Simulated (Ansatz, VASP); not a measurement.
## BaRe in VASP and in Ansatz

```
Ba Re
1.0
     1.50684    0.86997    5.91222
    -1.50684    0.86997    5.91222
     0.00000   -1.73994    5.91222
Ba Re
1 1
Direct
  0.00000 0.00000 0.00000
  0.50000 0.50000 0.50000
```

Alike in both runs: functional PBE; k mesh 6 × 6 × 6; occupations gaussian, width 0.1 eV; no spin polarisation.

Ansatz relaxed the structure, and its values are those at the end. VASP's run is a single point on that final structure, the one shown.

```csv
,VASP,Ansatz
version,VASP 6.6.1,Ansatz 0.2.0
potentials or method,"VASP PAW PBE potentials, release 64 (Ba_sv, Re_sv_GW), cutoff 560 eV","scalar-relativistic, plane waves, PAW"
valence electrons in the cell,25,25
```

```csv
,VASP,Ansatz,Ansatz less VASP
gap on the k mesh at the Fermi level (eV),none,none,-
pressure (GPa),3.0,0.1,-2.89
```

A gap of «none» marks a metal or a gap that the smearing closes. The functional is the same, so the differences come from potentials, cutoffs and numerics.

The k mesh is coarse, so the values compare programs but aren't converged. Spin-orbit coupling is off throughout.
